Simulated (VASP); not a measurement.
Input of a VASP 6.6.1 run:

INCAR

```
ALGO = Normal ; EDIFF = 1E-6
ENCUT = 520 ; GGA = PE
ISIF = 2 ; ISMEAR = 0
LASPH = T ; LCHARG = F
LREAL = F ; LWAVE = F
NBANDS = 18 ; NELM = 60
PREC = Accurate ; SIGMA = 0.1
```

The input KPOINTS:

```
k-points
0
Gamma
  12 12 10
```

Contents of POSCAR:

```
SnH5
1.0
    3.5859454763      0.0000000000      0.0000000000
   -1.7929727381      3.1055198791      0.0000000000
    0.0000000000      0.0000000000      4.0368549386
Sn H
1 5
Direct
    0.0000000000      0.0000000000      0.0000000000
    0.3333333333      0.6666666667      0.0000000000
    0.6666666667      0.3333333333      0.0000000000
    0.5000000000      0.0000000000      0.5000000000
    0.5000000000      0.5000000000      0.5000000000
    0.0000000000      0.5000000000      0.5000000000
```

Potentials or basis: VASP PAW PBE potentials, release 64 (Sn_d, H).

Run with:

```bash
$ cat potpaw_PBE.64/Sn_d/POTCAR potpaw_PBE.64/H/POTCAR > POTCAR
$ mpirun -np 1 vasp_std > vasp.out
```

Estimate the pressure.

-0.2 GPa.
